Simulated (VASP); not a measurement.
# H9C36F2 in VASP: a series of runs

The runs below take H9C36F2 through single point, with PBEsol.

Program: VASP 6.6.1. These are calculated values, not measurements. Logs are shortened: lines on timing, memory, paths and dates and some standing lists are left out, and cuts for length are marked.

## 1. The cell of the first run

The cell holds a slab with vacuum, 47 atoms: a = 7.573 Å, b = 7.573 Å, c = 16.676 Å, α = 90.00°, β = 90.00°, γ = 60.00°.

## 2. Single point, PBEsol, collinear spin

Input file INCAR:

```
SYSTEM = H9C36F2
ALGO = Normal
EDIFF = 1E-6
ENCUT = 520
GGA = PS
ISIF = 2
ISMEAR = -1
ISPIN = 2
LASPH = .True.
LCHARG = .False.
LORBIT = 11
LREAL = Auto
LUSENCCL = .False.
LWAVE = .False.
MAGMOM = 0 0 0 0 0 0 0 0 0 0 0 0 0 0 0 0 0 0 0 0 0 0 0 0 0 0 0 0 0 0 0 0 0 0 0 0 0 0 0 0 0 0 0 0 0 1 0
NBANDS = 116
NELM = 150
PREC = Accurate
SIGMA = 0.02
```

Input file KPOINTS:

```
k-points
0
Gamma
  2 2 1
  0 0 0
```

Input file POSCAR:

```
H9C36F2
1.0
    7.5731140000      0.0000000000      0.0000000000
    3.7865570000      6.5585090000      0.0000000000
    0.0000000000      0.0000000000     16.6764260000
H C F
9 36 2
Direct
    0.1111147742      0.1111075703      0.0599648870
    0.4444518928      0.1111075703      0.0599648870
    0.7777758069      0.1111075703      0.0599648870
    0.1111143543      0.4444455287      0.0599648870
    0.4444382683      0.4444455287      0.0599648870
    0.7777753870      0.4444455287      0.0599648870
    0.1111139344      0.7777834871      0.0599648870
    0.4444378485      0.7777834871      0.0599648870
    0.7777749671      0.7777834871      0.0599648870
    0.1111147742      0.1111075703      0.1259262626
    0.4444518928      0.1111075703      0.1259262626
    0.7777758069      0.1111075703      0.1259262626
    0.1111143543      0.4444455287      0.1259262626
    0.4444382683      0.4444455287      0.1259262626
    0.7777753870      0.4444455287      0.1259262626
    0.1111139344      0.7777834871      0.1259262626
    0.4444378485      0.7777834871      0.1259262626
    0.7777749671      0.7777834871      0.1259262626
   -0.1111075703      0.2222151407      0.1568261689
    0.2222295483      0.2222151407      0.1568261689
    0.5555534624      0.2222151407      0.1568261689
   -0.1111079902      0.5555530990      0.1568261689
    0.2222291285      0.5555530990      0.1568261689
    0.5555530425      0.5555530990      0.1568261689
   -0.1111084100      0.8888910574      0.1568261689
    0.2222155040      0.8888910574      0.1568261689
    0.5555526227      0.8888910574      0.1568261689
   -0.1110973565      0.2220626670      0.2523202514
    0.2222524194      0.2221693986      0.2532557036
    0.5556804749      0.2220931617      0.2526620512
   -0.1110932902      0.5556293359      0.2526260723
    0.2221437725      0.5556445832      0.2528419459
    0.5555266333      0.5555530990      0.2520564059
   -0.1111714423      0.8890435311      0.2517325955
    0.2220752869      0.8890130363      0.2517745709
    0.5555444516      0.8890130363      0.2518345358
    0.0003064428     -0.0005336579      0.2806896394
    0.3338194535     -0.0009910789      0.2803178571
    0.6669436564     -0.0006708842      0.2804797623
   -0.0003336725      0.3335819163      0.2794243803
    0.3334127890      0.3335819163      0.2788906928
    0.6664694734      0.3338258741      0.2802039238
   -0.0003565627      0.6672553167      0.2801619484
    0.3334793402      0.6671028430      0.2805277342
    0.6661471094      0.6670418536      0.2807196218
    0.1314234250      0.3582978997      0.4792513696
    0.3858889164      0.3363264425      0.4836587888
```

Potentials or basis: VASP PAW PBE potentials, release 64 (H, C, F).

On the command line:

```
> cat potpaw_PBE.64/H/POTCAR potpaw_PBE.64/C/POTCAR potpaw_PBE.64/F/POTCAR > POTCAR
> mpirun -np 1 vasp_std > vasp.out
```

OUTCAR:

```text
SYSTEM = H9C36F2
   EDIFF = 1E-6
   ENCUT = 520
   GGA = PS
   ISIF = 2
   ISMEAR = -1
   ISPIN = 2
   LASPH = .True.
   LORBIT = 11
   LREAL = Auto
   NELM = 150
   PREC = Accurate

 ion  position               nearest neighbor table
   1  0.111  0.111  0.060-  10 1.10
   2  0.444  0.111  0.060-  11 1.10
   3  0.778  0.111  0.060-  12 1.10
   4  0.111  0.444  0.060-  13 1.10
   5  0.444  0.444  0.060-  14 1.10
   6  0.778  0.444  0.060-  15 1.10
   7  0.111  0.778  0.060-  16 1.10
   8  0.444  0.778  0.060-  17 1.10
   9  0.778  0.778  0.060-  18 1.10
  10  0.111  0.111  0.126-   1 1.10  26 1.55  19 1.55  20 1.55
  11  0.444  0.111  0.126-   2 1.10  21 1.55  27 1.55  20 1.55
  12  0.778  0.111  0.126-   3 1.10  25 1.55  21 1.55  19 1.55
  13  0.111  0.444  0.126-   4 1.10  22 1.55  23 1.55  20 1.55
  14  0.444  0.444  0.126-   5 1.10  23 1.55  24 1.55  21 1.55
  15  0.778  0.444  0.126-   6 1.10  24 1.55  22 1.55  19 1.55
[... 19 lines left out ...]
  35  0.222  0.889  0.252-  38 1.53  37 1.53  44 1.53  26 1.58
  36  0.556  0.889  0.252-  38 1.53  39 1.53  45 1.53  27 1.58
  37  0.000  0.999  0.281-  35 1.53  34 1.53  28 1.53
  38  0.334  0.999  0.280-  36 1.53  35 1.53  29 1.53
  39  0.667  0.999  0.280-  36 1.53  34 1.53  30 1.53
  40  1.000  0.334  0.279-  31 1.52  29 1.52  28 1.53
  41  0.333  0.334  0.279-  32 1.52  29 1.52  30 1.52
  42  0.666  0.334  0.280-  33 1.53  30 1.53  28 1.53
  43  1.000  0.667  0.280-  32 1.53  31 1.53  34 1.53
  44  0.333  0.667  0.281-  33 1.53  35 1.53  32 1.53
  45  0.666  0.667  0.281-  33 1.53  36 1.53  31 1.53
  46  0.131  0.358  0.479-  47 1.85
  47  0.386  0.336  0.484-  46 1.85

  LATTYP: Found a hexagonal cell.
 ALAT       =     7.5731139049
 C/A-ratio  =     2.2020566717

  Lattice vectors:

 A1 = (  -3.7865570000,  -6.5585090000,   0.0000000000)
 A2 = (   7.5731140000,   0.0000000000,   0.0000000000)
 A3 = (   0.0000000000,   0.0000000000,  16.6764260000)

Analysis of symmetry for initial positions (statically):
=====================================================================
 Subroutine PRICEL returns:
 Original cell was already a primitive cell.

 Routine SETGRP: Setting up the symmetry group for a
 hexagonal supercell.

 Subroutine GETGRP returns: Found  1 space group operations
 (whereof  1 operations were pure point group operations)
 out of a pool of 24 trial point group operations.

The static configuration has the point symmetry C_1 .

Analysis of symmetry for dynamics (positions and initial velocities):
=====================================================================
 Subroutine PRICEL returns:
 Original cell was already a primitive cell.

 Routine SETGRP: Setting up the symmetry group for a
 hexagonal supercell.

 Subroutine GETGRP returns: Found  1 space group operations
 (whereof  1 operations were pure point group operations)
 out of a pool of 24 trial point group operations.

The dynamic configuration has the point symmetry C_1 .

Analysis of structural, dynamic, and magnetic symmetry:
=====================================================================
 Subroutine PRICEL returns:
 Original cell was already a primitive cell.

 Routine SETGRP: Setting up the symmetry group for a
 hexagonal supercell.

 Subroutine GETGRP returns: Found  1 space group operations
 (whereof  1 operations were pure point group operations)
 out of a pool of 24 trial point group operations.

The overall configuration has the point symmetry C_1 .

 Subroutine INISYM returns: Found  1 space group operations
 (whereof  1 operations are pure point group operations),
 and found     1 'primitive' translations

----------------------------------------------------------------------------------------

                                     Primitive cell

  volume of cell :     828.2903

  direct lattice vectors                    reciprocal lattice vectors
     7.573114000  0.000000000  0.000000000     0.132046078 -0.076236840  0.000000000
     3.786557000  6.558509000  0.000000000     0.000000000  0.152473680  0.000000000
     0.000000000  0.000000000 16.676426000     0.000000000  0.000000000  0.059964887

[... 135 lines left out ...]
   number of dos      NEDOS =    301   number of ions     NIONS =     47
   total plane-waves  NPLWV = 395136
   dimension x,y,z NGX =    56 NGY =   56 NGZ =  126
   dimension x,y,z NGXF=   112 NGYF=  112 NGZF=  252
   ions per type =               9  36   2
   NGX,Y,Z   is equivalent  to a cutoff of  12.29, 12.29, 12.56 a.u.
   NGXF,Y,Z  is equivalent  to a cutoff of  24.59, 24.59, 25.12 a.u.
 SYSTEM =  H9C36F2
   PREC   = accura    normal or accurate (medium, high low for compatibility)
   ISTART =      0    job   : 0-new  1-cont  2-samecut
   ICHARG =      2    charge: 1-file 2-atom 10-const
   ISPIN  =      2    spin polarized calculation?
   LNONCOLLINEAR =      F non collinear calculations
   LSORBIT =      F    spin-orbit coupling
   LASPH  =      T    aspherical Exc in radial PAW
   ENCUT  =  520.0 eV  38.22 Ry    6.18 a.u.  14.08 14.08 31.01*2*pi/ulx,y,z
   NELM   =    150;   NELMIN=  2; NELMDL= -5     # of ELM steps
   EDIFF  = 0.1E-05   stopping-criterion for ELM
   LREAL  =      T    real-space projection
   EDIFFG = 0.1E-04   stopping-criterion for IOM
   NSW    =      0    number of steps for IOM
   IBRION =     -1    ionic relax: 0-MD 1-quasi-New 2-CG
   NFREE  =      0    steps in history (QN), initial steepest desc. (CG)
   ISIF   =      2    stress and relaxation
   ISYM   =      2    0-nonsym 1-usesym 2-fastsym
   POTIM  = 0.5000    time-step for ionic-motion
   TEBEG  =    0.0;   TEEND  =   0.0 temperature during run
   PSTRESS=    0.0 pullay stress
   NELECT =     167.0000    total number of electrons
   NUPDOWN=      -1.0000    fix difference up-down
   EMIN   =  10.00;   EMAX   =-10.00  energy-range for DOS
   EFERMI =   0.00;   METHOD = LEGACY
   ISMEAR =    -1;   SIGMA  =   0.02  broadening in eV -4-tet -1-fermi 0-gaus
   EFERMI_NEDOS =   21; number of points for ismear=-14 and -15
   IALGO  =     38    algorithm
   IMIX   =      4    mixing-type and parameters
     AMIX     =   0.40;   BMIX     =  1.00
     AMIX_MAG =   1.60;   BMIX_MAG =  1.00
  volume/ion in A,a.u.               =      17.62       118.93
  Fermi-wavevector in a.u.,A,eV,Ry     =   0.959959  1.814060 12.538064  0.921522
  Thomas-Fermi vector in A             =   2.089201
   LORBIT       =     11    0 simple, 1 ext, 2 COOP (PROOUT), +10 PAW based schemes
   GGA     = PS    functional components
   LHFCALC =     F    Hartree Fock is set to
   AEXX    =    0.0000 exact exchange contribution
   IVDW    =     0    specifies the selected vdW correction
   LEPSILON=     F    determine dielectric tensor
   LRPA    =     F    only Hartree local field effects (RPA)
 spin polarized calculation
  energy-cutoff  :      520.00
  volume of cell :      828.29
 maximum number of plane-waves:     22305
   NGX = 29   NGY = 29   NGZ = 63

 number of electron     167.0000000 magnetization       4.2483785

 Free energy of the ion-electron system (eV)
  ---------------------------------------------------
  ext. energy  EPLUGINS =         0.00000000
  ---------------------------------------------------
  free energy    TOTEN  =      -363.03364770 eV

  energy without entropy =     -363.01162084  energy(sigma->0) =     -363.02263427

 E-fermi :  -1.5908     XC(G=0):  -5.0760

 val. band max:       -1.5917622285   @ k =   0.5000   0.5000   0.0000
 cond. band min:      -1.5863190243   @ k =   0.5000   0.0000   0.0000
 fundamental gap:      0.0054432042
 Fermi energy:        -1.5907624832

 spin component 1

 k-point     1 :       0.0000    0.0000    0.0000
  band No.  band energies     occupation
      1     -22.5271      1.00000
      2     -22.0530      1.00000
      3     -20.9042      1.00000
      4     -19.4499      1.00000
      5     -19.4251      1.00000
      6     -19.4177      1.00000
[... 381 lines left out ...]
     94       3.7831      0.00000
     95       4.2275      0.00000
 Fermi energy:        -1.5907624832

 spin component 2

 k-point     1 :       0.0000    0.0000    0.0000
  band No.  band energies     occupation
      1     -21.9650      1.00000
      2     -21.9497      1.00000
      3     -20.3285      1.00000
      4     -19.3804      1.00000
      5     -19.3681      1.00000
      6     -19.3366      1.00000
[... 381 lines left out ...]
     94       3.8616      0.00000
     95       4.3198      0.00000
 [bands above 95 left out]

------------------------ aborting loop because EDIFF is reached ----------------------------------------

  FORCE on cell =-STRESS in cart. coord.  units (eV):
  Direction    XX          YY          ZZ          XY          YZ          ZX
  --------------------------------------------------------------------------------------
  -------------------------------------------------------------------------------------
  Total      -10.8730029     -8.8110267    -23.0906685      0.1853442     -0.0600647      0.0051601
  in kB      -21.0318507    -17.0433321    -44.6647075      0.3585147     -0.1161842      0.0099812
  external PRESSURE =     -27.5799634 kB  Pullay stress =       0.0000000 kB

 VOLUME and BASIS-vectors are now :
 -----------------------------------------------------------------------------
  energy-cutoff  :      520.00
  volume of cell :      828.29
      direct lattice vectors                 reciprocal lattice vectors
     7.573114000  0.000000000  0.000000000     0.132046078 -0.076236840  0.000000000
     3.786557000  6.558509000  0.000000000     0.000000000  0.152473680  0.000000000
     0.000000000  0.000000000 16.676426000     0.000000000  0.000000000  0.059964887

 POSITION                                       TOTAL-FORCE (eV/Angst)
 -----------------------------------------------------------------------------------
      1.26220      0.72870      1.00000        -0.012239      0.008470     -0.314011
      3.78660      0.72870      1.00000         0.015391      0.013691     -0.305454
      6.31090      0.72870      1.00000        -0.002825      0.010451     -0.285609
      2.52440      2.91490      1.00000        -0.006362     -0.002079     -0.306005
      5.04870      2.91490      1.00000         0.001695     -0.001955     -0.271207
      7.57310      2.91490      1.00000         0.004744     -0.004936     -0.278380
[... 39 lines left out ...]
      2.35200      2.34990      7.99220         1.254998     -0.100981     -0.184490
      4.19590      2.20580      8.06570        -1.231263      0.101179     -0.226393
 -----------------------------------------------------------------------------------
    total drift:                               -0.009128     -0.004703     -0.127007

  FREE ENERGIE OF THE ION-ELECTRON SYSTEM (eV)
  ---------------------------------------------------
  free  energy   TOTEN  =      -363.0336476993 eV

  energy  without entropy=     -363.0116208362  energy(sigma->0) =     -363.02263427

 total charge

# of ion       s       p       d       tot
------------------------------------------
    1        0.637   0.044   0.000   0.681
    2        0.637   0.044   0.000   0.681
    3        0.637   0.044   0.000   0.681
    4        0.637   0.044   0.000   0.681
    5        0.636   0.044   0.000   0.680
    6        0.637   0.044   0.000   0.681
[... 39 lines left out ...]
   46        1.753   4.098   0.000   5.851
   47        1.753   4.099   0.000   5.852
--------------------------------------------------
tot         39.120  69.492   0.000 108.612

 magnetization (x)

# of ion       s       p       d       tot
------------------------------------------
    1        0.002  -0.000   0.000   0.002
    2        0.004   0.000   0.000   0.004
    3        0.003   0.000   0.000   0.003
    4        0.004  -0.000   0.000   0.004
    5        0.001   0.000   0.000   0.001
    6        0.003  -0.000   0.000   0.003
[... 39 lines left out ...]
   46        0.005   0.261   0.000   0.265
   47        0.004   0.274   0.000   0.278
--------------------------------------------------
tot          0.309   2.246   0.000   2.556
```

Run time: 7 min. Hardware: 1 × NVIDIA H100 80GB with 1 thread of AMD EPYC 7R13 (Zen 3), shared host; peak memory 2.1 GiB.

What came out:

* Free energy: -363.0336 eV
* Largest force: 3.736 eV/Å
* Net moment: 4.25 μB per cell
* Site moments: H +0.00, +0.01 (each value once); C -0.01, +0.01, -0.00, +0.00, +0.04, +0.07, +0.08, +0.03, -0.02, -0.03, +0.45, -0.42, +0.43, +0.42, +0.44 (each value once); F +0.27, +0.28 μB
* Valence electrons inside the program's atomic spheres: H 0.68; C 2.58, 2.52, 2.51, 2.53, 2.54, 2.44, 2.45, 2.46 (each value once); F 5.85

Forces on the atoms (eV/Å):
```
H   -0.012  0.008 -0.314
H    0.015  0.014 -0.305
H   -0.003  0.010 -0.286
H   -0.006 -0.002 -0.306
H    0.002 -0.002 -0.271
H    0.005 -0.005 -0.278
H   -0.001 -0.001 -0.333
H   -0.001 -0.013 -0.325
H    0.001 -0.004 -0.329
C    0.085 -0.038  1.771
C   -0.084 -0.042  1.810
C   -0.001 -0.013  1.741
C    0.007 -0.013  1.786
C   -0.011  0.012  1.795
C    0.012 -0.004  1.767
C    0.007 -0.010  1.650
C   -0.012  0.085  1.706
C    0.000  0.012  1.683
C   -0.141  0.059 -1.249
C   -0.038 -0.023 -1.061
C    0.179  0.060 -1.212
C    0.000  0.049 -1.055
C   -0.021  0.092 -0.959
C    0.016 -0.124 -1.231
C   -0.005 -0.014 -1.016
C   -0.028 -0.035 -1.015
C    0.035 -0.024 -1.006
C   -0.096  0.088  2.789
C    0.006 -0.039  1.964
C    0.142  0.099  2.713
C   -0.047  0.049  2.212
C    0.037  0.043  2.035
C   -0.029 -0.095  2.832
C   -0.020 -0.023  2.380
C    0.046 -0.045  2.404
C   -0.030 -0.061  2.376
C    0.067  0.005 -2.773
C   -0.034  0.202 -2.550
C   -0.029  0.043 -2.719
C    0.191 -0.019 -2.443
C   -0.240 -0.044 -2.254
C   -0.045 -0.088 -3.734
C    0.004 -0.140 -2.505
C   -0.098 -0.030 -2.711
C    0.153  0.021 -2.763
F    1.255 -0.101 -0.184
F   -1.231  0.101 -0.226
```

Levels at points of the mesh, in eV from the Fermi level:
Spin up:
```csv
k point,band 83,band 84,band 85,band 86,band 87,band 88
"(0.00, 0.00, 0.00)",-0.52,-0.50,-0.30,-0.06,0.01,1.14
"(0.50, 0.00, 0.00)",-0.52,-0.31,-0.09,0.00,0.16,1.30
"(0.50, 0.50, 0.00)",-0.52,-0.31,-0.09,0.00,0.17,1.29
"(0.00, 0.50, 0.00)",-0.38,-0.35,-0.08,0.02,0.13,1.30
```
Spin down:
```
           k point  band 77  band 78  band 79  band 80  band 81  band 82  band 83  band 84  band 85  band 86
(0.00, 0.00, 0.00)    -0.80    -0.70    -0.57    -0.38    -0.26    -0.11     0.97     1.16     1.21     1.28
(0.50, 0.00, 0.00)    -1.43    -0.58    -0.48    -0.38    -0.25     0.03     1.14     1.28     1.32     1.37
(0.50, 0.50, 0.00)    -1.43    -0.59    -0.47    -0.38    -0.25     0.03     1.14     1.27     1.33     1.37
(0.00, 0.50, 0.00)    -1.43    -0.55    -0.53    -0.38    -0.25     0.05     1.17     1.26     1.34     1.36
```

Caveat: the k points lie up to 0.48 Å⁻¹ apart; a moment this small can come from the mesh or the smearing; there is no dipole correction, which matters where the two faces differ; the PAW data sets were made with another functional, which shifts forces and pressure a little.

[end of part 1 of 2]
